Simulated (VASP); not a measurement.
A run of VASP 6.6.1 is set up as follows.

INCAR

```
AGGAC = 1.0
AGGAX = 1.0
ALDAC = 0.0
ALDAX = 1.0
ALGO = Normal
EDIFF = 1E-7
ENCUT = 520
GGA = B5
ISIF = 2
ISMEAR = -1
IVDW = 13
LASPH = T
LCHARG = F
LREAL = F
LWAVE = F
NBANDS = 18
NELM = 100
PREC = Accurate
SIGMA = 0.05
VDW_A1 = 0.44488865
VDW_A2 = 4.0933009
VDW_S6 = 1.0
VDW_S8 = 2.34076671
```

Contents of KPOINTS:

```
k-points
0
Gamma
  8 8 8
```

The input POSCAR:

```
InPd
1.0
    3.3027106756      0.0000000000      0.0000000000
    0.0000000000      3.3027106756      0.0000000000
    0.0000000000      0.0000000000      3.3027106756
In Pd
1 1
Direct
    0.0000000000      0.0000000000      0.0000000000
    0.5000000000      0.5000000000      0.5000000000
```

Potentials or basis: VASP PAW PBE potentials, release 64 (In_d, Pd).

Command:

```sh
$ cat potpaw_PBE.64/In_d/POTCAR potpaw_PBE.64/Pd/POTCAR > POTCAR
$ mpirun -np 1 vasp_std > vasp.out
```

What does it give for the dispersion energy per atom?

-0.869 eV.

What does it give for the pressure?

0.3 GPa.

Caveat: the PAW data sets were made with another functional, which shifts forces and pressure a little; pairwise dispersion overbinds metals, which lowers pressure and volume.
